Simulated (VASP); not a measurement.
A run of VASP 6.6.1 is set up as follows.

INCAR

```
SYSTEM = RbGe
ALGO = Normal
EDIFF = 1E-6
ENCUT = 520
GGA = CA
ISIF = 2
ISMEAR = 1
LASPH = .True.
LCHARG = .False.
LREAL = .False.
LWAVE = .False.
NBANDS = 18
NELM = 80
PREC = Accurate
SIGMA = 0.15
```

Contents of KPOINTS:

```
k-points
0
Gamma
  6 6 6
  0 0 0
```

POSCAR

```
RbGe
1.0
    0.0000000000      3.5930720000      3.5930720000
    3.5930720000      0.0000000000      3.5930720000
    3.5930720000      3.5930720000      0.0000000000
Rb Ge
1 1
Direct
    0.0000000000      0.0000000000      0.0000000000
    0.5000000000      0.5000000000      0.5000000000
```

Potentials or basis: VASP PAW LDA potentials, release 64 (Rb_sv, Ge_d).

The run is started by

```console
$ cat potpaw_LDA.64/Rb_sv/POTCAR potpaw_LDA.64/Ge_d/POTCAR > POTCAR
$ mpirun -np 1 vasp_std > vasp.out
```

(1) Estimate the band gap on the k mesh.

(2) Predict the pressure.

Answers

(1) zero (an odd number of electrons rules out a gap without spin polarisation).

(2) -1.4 GPa.
